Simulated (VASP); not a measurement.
# Sr (P6_3/mmc) in VASP: further runs, part 2 of 2

VASP 6.6.1. Earlier steps stand in the parts before.

## (3) Single point, LDA (strain -0.0300 x Voigt [1, 1, 0, 0, 0, 0])

INCAR reads:

```
SYSTEM = Sr
PREC = Accurate ; ENCUT = 520
EDIFF = 1E-6 ; ISMEAR = 0
SIGMA = 0.15 ; LREAL = .FALSE.
LASPH = .TRUE. ; NELM = 100
ALGO = Normal ; ISIF = 2
LWAVE = .FALSE. ; LCHARG = .TRUE.
GGA = CA ; LELF = .TRUE.
LVHAR = .TRUE. ; NBANDS = 17
```

KPOINTS reads:

```
regular mesh
0
G
  15 15 8
  0 0 0
```

POSCAR reads:

```
Sr
1.0
    4.1807002141      0.0000000000      0.0000000000
   -2.0903501071      3.6205925910      0.0000000000
    0.0000000000      0.0000000000      7.0500000000
Sr
2
Direct
    0.3333333333      0.6666666667      0.2500000000
    0.6666666667      0.3333333333      0.7500000000
```

Potentials or basis: VASP PAW LDA potentials, release 64 (Sr_sv).

Started as:

```
cat potpaw_LDA.64/Sr_sv/POTCAR > POTCAR
mpirun -np 1 vasp_std > vasp.out
```

OUTCAR:

```text
SYSTEM = Sr
   PREC = Accurate
   ENCUT = 520
   EDIFF = 1E-6
   ISMEAR = 0
   LREAL = .FALSE.
   LASPH = .TRUE.
   NELM = 100
   ISIF = 2
   GGA = CA

 ion  position               nearest neighbor table
   1  0.333  0.667  0.250-   2 4.27   2 4.27   2 4.27   2 4.27   2 4.27   2 4.27
   2  0.667  0.333  0.750-   1 4.27   1 4.27   1 4.27   1 4.27   1 4.27   1 4.27

  LATTYP: Found a hexagonal cell.
 ALAT       =     4.1807002141
 C/A-ratio  =     1.6863203863

  Lattice vectors:

 A1 = (   4.1807002141,   0.0000000000,   0.0000000000)
 A2 = (  -2.0903501071,   3.6205925910,   0.0000000000)
 A3 = (   0.0000000000,   0.0000000000,   7.0500000000)

Analysis of symmetry for initial positions (statically):
=====================================================================
 Subroutine PRICEL returns:
 Original cell was already a primitive cell.

 Routine SETGRP: Setting up the symmetry group for a
 hexagonal supercell.

 Subroutine GETGRP returns: Found 24 space group operations
 (whereof 12 operations were pure point group operations)
 out of a pool of 24 trial point group operations.

The static configuration has the point symmetry D_3d.
 The point group associated with its full space group is D_6h.

Analysis of symmetry for dynamics (positions and initial velocities):
=====================================================================
 Subroutine PRICEL returns:
 Original cell was already a primitive cell.

 Routine SETGRP: Setting up the symmetry group for a
 hexagonal supercell.

 Subroutine GETGRP returns: Found 24 space group operations
 (whereof 12 operations were pure point group operations)
 out of a pool of 24 trial point group operations.

The dynamic configuration has the point symmetry D_3d.
 The point group associated with its full space group is D_6h.

 Subroutine INISYM returns: Found 24 space group operations
 (whereof 12 operations are pure point group operations),
 and found     1 'primitive' translations

----------------------------------------------------------------------------------------

                                     Primitive cell

  volume of cell :     106.7131

  direct lattice vectors                    reciprocal lattice vectors
     4.180700214  0.000000000  0.000000000     0.239194381  0.138098940  0.000000000
    -2.090350107  3.620592591  0.000000000     0.000000000  0.276197881  0.000000000
     0.000000000  0.000000000  7.050000000     0.000000000  0.000000000  0.141843972

  length of vectors
     4.180700214  4.180700214  7.050000000     0.276197881  0.276197881  0.141843972

  position of ions in fractional coordinates (direct lattice)
     0.333333333  0.666666667  0.250000000
     0.666666667  0.333333333  0.750000000

  ion indices of the primitive-cell ions
   primitive index   ion index
                 1           1
                 2           2

----------------------------------------------------------------------------------------

 KPOINTS: regular mesh

Automatic generation of k-mesh.
 Grid dimensions read from file:
 generate k-points for:   15   15    8

 Generating k-lattice:

  Cartesian coordinates                     Fractional coordinates (reciprocal lattice)
     0.015946292  0.009206596  0.000000000     0.066666667  0.000000000  0.000000000
     0.000000000  0.018413192  0.000000000     0.000000000  0.066666667  0.000000000
     0.000000000  0.000000000  0.017730496     0.000000000  0.000000000  0.125000000

  Length of vectors
     0.018413192  0.018413192  0.017730496

  Shift w.r.t. Gamma in fractional coordinates (k-lattice)
     0.000000000  0.000000000  0.000000000

 Subroutine IBZKPT returns following result:
 ===========================================

 Found    135 irreducible k-points:

 Following reciprocal coordinates:
            Coordinates               Weight
  0.000000  0.000000  0.000000      1.000000
  0.066667  0.000000  0.000000      6.000000
  0.133333  0.000000  0.000000      6.000000
  0.200000  0.000000  0.000000      6.000000
  0.266667  0.000000  0.000000      6.000000
  0.333333  0.000000  0.000000      6.000000
[... 16 lines left out ...]
  0.333333  0.200000  0.000000     12.000000
  0.400000  0.200000  0.000000      6.000000
 [... further k-points ...]
   k-points           NKPTS =    135   k-points in BZ     NKDIM =    135   number of bands    NBANDS=     17
   number of dos      NEDOS =    301   number of ions     NIONS =      2
   total plane-waves  NPLWV =  55296
   dimension x,y,z NGX =    32 NGY =   32 NGZ =   54
   dimension x,y,z NGXF=    64 NGYF=   64 NGZF=  108
   ions per type =               2
   NGX,Y,Z   is equivalent  to a cutoff of  12.72, 12.72, 12.73 a.u.
   NGXF,Y,Z  is equivalent  to a cutoff of  25.45, 25.45, 25.47 a.u.
 SYSTEM =  Sr
   PREC   = accura    normal or accurate (medium, high low for compatibility)
   ISTART =      0    job   : 0-new  1-cont  2-samecut
   ICHARG =      2    charge: 1-file 2-atom 10-const
   ISPIN  =      1    spin polarized calculation?
   LNONCOLLINEAR =      F non collinear calculations
   LSORBIT =      F    spin-orbit coupling
   LASPH  =      T    aspherical Exc in radial PAW
   ENCUT  =  520.0 eV  38.22 Ry    6.18 a.u.   7.77  7.77 13.11*2*pi/ulx,y,z
   NELM   =    100;   NELMIN=  2; NELMDL= -5     # of ELM steps
   EDIFF  = 0.1E-05   stopping-criterion for ELM
   LREAL  =      F    real-space projection
   EDIFFG = 0.1E-04   stopping-criterion for IOM
   NSW    =      0    number of steps for IOM
   IBRION =     -1    ionic relax: 0-MD 1-quasi-New 2-CG
   NFREE  =      0    steps in history (QN), initial steepest desc. (CG)
   ISIF   =      2    stress and relaxation
   ISYM   =      2    0-nonsym 1-usesym 2-fastsym
   POTIM  = 0.5000    time-step for ionic-motion
   TEBEG  =    0.0;   TEEND  =   0.0 temperature during run
   PSTRESS=    0.0 pullay stress
   NELECT =      20.0000    total number of electrons
   NUPDOWN=      -1.0000    fix difference up-down
   EMIN   =  10.00;   EMAX   =-10.00  energy-range for DOS
   EFERMI =   0.00;   METHOD = LEGACY
   ISMEAR =     0;   SIGMA  =   0.15  broadening in eV -4-tet -1-fermi 0-gaus
   EFERMI_NEDOS =   21; number of points for ismear=-14 and -15
   IALGO  =     38    algorithm
   IMIX   =      4    mixing-type and parameters
     AMIX     =   0.40;   BMIX     =  1.00
     AMIX_MAG =   1.60;   BMIX_MAG =  1.00
  volume/ion in A,a.u.               =      53.36       360.07
  Fermi-wavevector in a.u.,A,eV,Ry     =   0.936869  1.770426 11.942155  0.877724
  Thomas-Fermi vector in A             =   2.063922
   LORBIT       =      0    0 simple, 1 ext, 2 COOP (PROOUT), +10 PAW based schemes
   GGA     = CA    functional components
   LHFCALC =     F    Hartree Fock is set to
   AEXX    =    0.0000 exact exchange contribution
   IVDW    =     0    specifies the selected vdW correction
   LEPSILON=     F    determine dielectric tensor
   LRPA    =     F    only Hartree local field effects (RPA)
 non-spin polarized calculation
 Gauss-broadening in eV      SIGMA  =   0.15
  energy-cutoff  :      520.00
  volume of cell :      106.71
 maximum number of plane-waves:      2906
 NGX is ok and might be reduce to    32
   NGX = 15   NGY = 15   NGZ = 27

 number of electron      20.0000000 magnetization

 Free energy of the ion-electron system (eV)
  ---------------------------------------------------
  ext. energy  EPLUGINS =         0.00000000
  ---------------------------------------------------
  free energy    TOTEN  =        -3.76061737 eV

  energy without entropy =       -3.73222365  energy(sigma->0) =       -3.74642051

 E-fermi :   1.5262     XC(G=0):  -7.6518

 val. band max:        1.5220841454   @ k =   0.1333   0.0667   0.0000
 cond. band min:       1.5271584129   @ k =   0.3333   0.2000   0.0000
 fundamental gap:      0.0050742676
 Fermi energy:         1.5261973429

 k-point     1 :       0.0000    0.0000    0.0000
  band No.  band energies     occupation
      1     -34.8755      2.00000
      2     -34.8611      2.00000
      3     -17.0615      2.00000
      4     -16.8767      2.00000
      5     -16.8767      2.00000
      6     -16.8554      2.00000
[... 9 lines left out ...]
     16       4.1710      0.00000
     17       4.8268      0.00000
[... 441 lines left out ...]
 k-point    24 :       0.4000    0.2000    0.0000
  band No.  band energies     occupation
      1     -34.8560      2.00000
      2     -34.8530      2.00000
      3     -17.0470      2.00000
      4     -17.0176      2.00000
      5     -16.9683      2.00000
      6     -16.9507      2.00000
[... 9 lines left out ...]
     16       5.2733      0.00000
     17       5.3779      0.00000

 [... further k-points ...]
[... 5 lines left out ...]
  --------------------------------------------------------------------------------------
  -------------------------------------------------------------------------------------
  Total       -0.5409758     -0.5409758     -0.9563657      0.0000000      0.0000000      0.0000000
  in kB       -8.1221421     -8.1221421    -14.3587541      0.0000000      0.0000000      0.0000000
  external PRESSURE =     -10.2010128 kB  Pullay stress =       0.0000000 kB

 VOLUME and BASIS-vectors are now :
 -----------------------------------------------------------------------------
  energy-cutoff  :      520.00
  volume of cell :      106.71
      direct lattice vectors                 reciprocal lattice vectors
     4.180700214  0.000000000  0.000000000     0.239194381  0.138098940  0.000000000
    -2.090350107  3.620592591  0.000000000     0.000000000  0.276197881  0.000000000
     0.000000000  0.000000000  7.050000000     0.000000000  0.000000000  0.141843972

 POSITION                                       TOTAL-FORCE (eV/Angst)
 -----------------------------------------------------------------------------------
     -0.00000      2.41373      1.76250        -0.000000      0.000000      0.000000
      2.09035      1.20686      5.28750         0.000000     -0.000000      0.000000
 -----------------------------------------------------------------------------------
    total drift:                                0.000000     -0.000000      0.000000

  FREE ENERGIE OF THE ION-ELECTRON SYSTEM (eV)
  ---------------------------------------------------
  free  energy   TOTEN  =        -3.7606173651 eV

  energy  without entropy=       -3.7322236523  energy(sigma->0) =       -3.74642051
```

Wall time 2.2 min (1 thread of AMD EPYC 9R45 (Zen 5), shared host); peak memory 0.3 GiB.

Results:

* Free energy: -3.7606 eV
* Pressure: -1.0 GPa
* Band gap on the k mesh: zero (band 10 reaches 1.70 eV, above the bottom of band 11 at 1.50 eV)

Caveat: the cell differs from its parent crystal (strain -0.0300 x Voigt [1, 1, 0, 0, 0, 0]).

## (4) Single point, LDA (strain +0.0450 x Voigt [1, 1, 0, 0, 0, 0])

INCAR reads:

```
ALGO = Normal ; EDIFF = 1E-7
ENCUT = 520 ; GGA = CA
ISIF = 2 ; ISMEAR = 0
LASPH = True ; LCHARG = False
LREAL = False ; LWAVE = False
NBANDS = 17 ; NELM = 100
PREC = Accurate ; SIGMA = 0.15
```

KPOINTS reads:

```
k-points
0
Gamma
  15 15 8
```

POSCAR reads:

```
Sr
1.0
    4.5039502306      0.0000000000      0.0000000000
   -2.2519751153      3.9005353171      0.0000000000
    0.0000000000      0.0000000000      7.0500000000
Sr
2
Direct
    0.3333333333      0.6666666667      0.2500000000
    0.6666666667      0.3333333333      0.7500000000
```

Started as:

```
cat potpaw_LDA.64/Sr_sv/POTCAR > POTCAR
mpirun -np 1 vasp_std > vasp.out
```

Run time: 3.4 min. Hardware: 1 thread of AMD EPYC 9R45 (Zen 5), shared host; peak memory 0.34 GiB.

The run converged. Its results:

| Property | Result |
| --- | --- |
| Free energy | -3.5818 eV |
| Pressure | -2.1 GPa |
| Band gap on the k mesh | zero (band 10 reaches 1.24 eV, above the bottom of band 11 at 0.92 eV) |

Stress tensor (GPa, compression positive):
```
-2.32  0.00  0.00
 0.00 -2.32  0.00
 0.00  0.00 -1.75
```

Levels at points of the mesh, in eV from the Fermi level:
| k point | band 7 | band 8 | band 9 | band 10 | band 11 | band 12 | band 13 | band 14 |
| --- | --- | --- | --- | --- | --- | --- | --- | --- |
| (0.00, 0.00, 0.00) | -18.72 | -18.72 | -3.51 | -1.02 | 0.12 | 2.01 | 2.01 | 2.24 |
| (0.00, 0.00, 0.50) | -18.74 | -18.74 | -2.59 | -2.59 | 1.29 | 1.29 | 1.97 | 1.97 |

Caveat: the cell differs from its parent crystal (strain +0.0450 x Voigt [1, 1, 0, 0, 0, 0]).

## (5) Summary

| cell | gap on the mesh (eV) | pressure (GPa) |
| --- | --- | --- |
| a = 4.051, b = 4.051, c = 7.050 Å, angles 90.0, 90.0, 120.0°, 2 atoms | none | -0.3 |
| a = 4.181, b = 4.181, c = 7.050 Å, angles 90.0, 90.0, 120.0°, 2 atoms | none | -1.0 |
| a = 4.504, b = 4.504, c = 7.050 Å, angles 90.0, 90.0, 120.0°, 2 atoms | none | -2.1 |

Alike in all rows: task single point; level LDA; potentials or basis VASP PAW LDA potentials, release 64 (Sr_sv); no spin polarisation; k mesh 15 × 15 × 8; cutoff (eV) 520; smearing gaussian 0.15 eV.

Absolute energies hang on the potentials; compare differences alone.
